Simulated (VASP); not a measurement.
Input of a VASP 6.6.1 run:

The input POSCAR:

```
BN
1.0
    2.5009398490      0.0000000000      0.0000000000
   -1.2504699245      2.1658774426      0.0000000000
    0.0000000000      0.0000000000      6.8721503020
B N
2 2
Direct
    0.3333333333      0.6666666667      0.2500000000
    0.6666666667      0.3333333333      0.7500000000
    0.3333333333      0.6666666667      0.7500000000
    0.6666666667      0.3333333333      0.2500000000
```

INCAR.step1

```
SYSTEM = BN
ALGO = Normal ; EDIFF = 1E-4
ENCUT = 520 ; GGA = PE
ISMEAR = -1 ; LASPH = .TRUE.
LCHARG = .FALSE. ; LREAL = .FALSE.
LWAVE = .TRUE. ; NBANDS = 16
NELM = 80 ; PREC = Accurate
SIGMA = 0.08
```

Contents of INCAR.step2:

```
SYSTEM = BN
ALGO = Normal ; EDIFF = 1E-6
ENCUT = 520 ; ISIF = 2
ISMEAR = -1 ; ISTART = 1
LASPH = .TRUE. ; LCHARG = .FALSE.
LMIXTAU = .TRUE. ; LREAL = .FALSE.
LWAVE = .FALSE. ; METAGGA = R2SCAN
NBANDS = 16 ; NELM = 80
PREC = Accurate ; SIGMA = 0.08
```

The input KPOINTS:

```
k-points
0
G
  14 14 6
  0 0 0
```

Potentials or basis: VASP PAW PBE potentials, release 64 (B, N).

Launch:

```sh
$ cat potpaw_PBE.64/B/POTCAR potpaw_PBE.64/N/POTCAR > POTCAR
$ cp INCAR.step1 INCAR
$ mpirun -np 1 vasp_std > vasp.out
$ cp INCAR.step2 INCAR
$ mpirun -np 1 vasp_std > vasp.out
```

Problem. What does it give for the pressure?

Solution. 0.4 GPa.

Problem. Estimate the band gap on the k mesh.

Solution. 4.90 eV, indirect (least direct gap 5.40 eV).

Stress tensor (GPa, compression positive):
```
 0.69  0.00  0.00
 0.00  0.69  0.00
 0.00  0.00 -0.24
```

Caveat: the PAW data sets were made with another functional, which shifts forces and pressure a little. r2SCAN opens gaps a little over a GGA but as a rule still falls short of measured ones.
